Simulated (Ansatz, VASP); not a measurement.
## One calculation of AlN, two programs

```xyz
4
Lattice="3.2842 0.0000 0.0000 -1.6421 2.8442 0.0000 0.0000 0.0000 4.4668" Properties=species:S:1:pos:R:3 pbc="T T T"
Al    0.0000    1.8961    0.0000
Al    1.6421    0.9481    2.2334
N     0.0000    1.8961    1.7197
N     1.6421    0.9481    3.9532
```

Alike in both runs: task single point; functional LDA; k mesh 9 × 9 × 6; occupations gaussian, width 0.05 eV; no spin polarisation.

|  | VASP | Ansatz |
| --- | --- | --- |
| version | VASP 6.6.1 | Ansatz 0.2.0 |
| potentials or method | VASP PAW LDA potentials, release 64 (Al, N), cutoff 520 eV | scalar-relativistic, plane waves, PAW |
| valence electrons in the cell | 16 | 16 |

```tsv
	VASP	Ansatz	Ansatz less VASP
gap on the k mesh at the Fermi level (eV)	3.78	3.78	+0.003
least direct gap on the mesh (eV)	3.78	3.78	+0.003
pressure (GPa)	1.0	0.3	-0.71
traceless stress, the component that is largest in VASP (GPa)	44.07	43.17	-0.905
rms of the force components (eV/Å)	1.798	1.742	-0.0561
```

LDA's correlation is that of Perdew and Zunger in VASP and of Perdew and Wang (1992) in Ansatz. Atom by atom the forces differ by 0.056 eV/Å (rms over components).
